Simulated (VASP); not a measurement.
Zn7CrSe8, 16 atoms in the cell. It takes space group F-43m (No. 216, cubic). The conventional cell has a = 11.335 Å, b = 11.335 Å, c = 11.335 Å, α = 90.00°, β = 90.00°, γ = 90.00°. Within 3.3 Å of Cr (site symmetry -43m) lie 4 Se at 2.50 Å. Within 3.2 Å of Zn (site symmetry 2mm) lie 4 Se at 2.44 to 2.45 Å. Within 3.2 Å of Zn (site symmetry -43m) lie 4 Se at 2.45 Å. Se (site symmetry 3m) has 3 Zn at 2.44 Å and 1 Cr at 2.50 Å within 3.2 Å. Se (site symmetry 3m) has 4 Zn at 2.45 Å within 3.2 Å. 

```yaml
Program: VASP 6.6.1
Task: single point
Functional: PBEsol
Potentials_or_basis: VASP PAW PBE potentials, release 64 (Cr_pv, Zn, Se)
Cutoff: 500 eV
k_mesh: 3 × 3 × 3
Occupations: gaussian, width 0.05 eV
Spin: collinear spin, zero start
Starting_moments: "[0.0, 0.0, 0.0, 0.0, 0.0, 0.0, 0.0, 0.0, 0.0, 0.0, 0.0, 0.0, 0.0, 0.0, 0.0, 0.0] μB"
Fixed_moment: 0 μB
Hubbard_terms: Cr d U = 3.0 eV
Dipole_correction: no
Further_INCAR_settings: ALGO = Normal; EDIFF = 1e-06; NBANDS = 90
```

Potentials or basis: VASP PAW PBE potentials, release 64 (Cr_pv, Zn, Se).

Run with:

```sh
$ cat potpaw_PBE.64/Cr_pv/POTCAR potpaw_PBE.64/Zn/POTCAR potpaw_PBE.64/Se/POTCAR > POTCAR
$ mpirun -np 1 vasp_std > vasp.out
```

Hardware: 1 thread of Intel Xeon 8259CL, on a shared host.

Task: How long does it take, and how much memory?

Result: Wall time 14 min on 1 thread of Intel Xeon 8259CL, on a shared host, peak memory 0.77 GiB. Counts: scf iterations 19, k points 4.
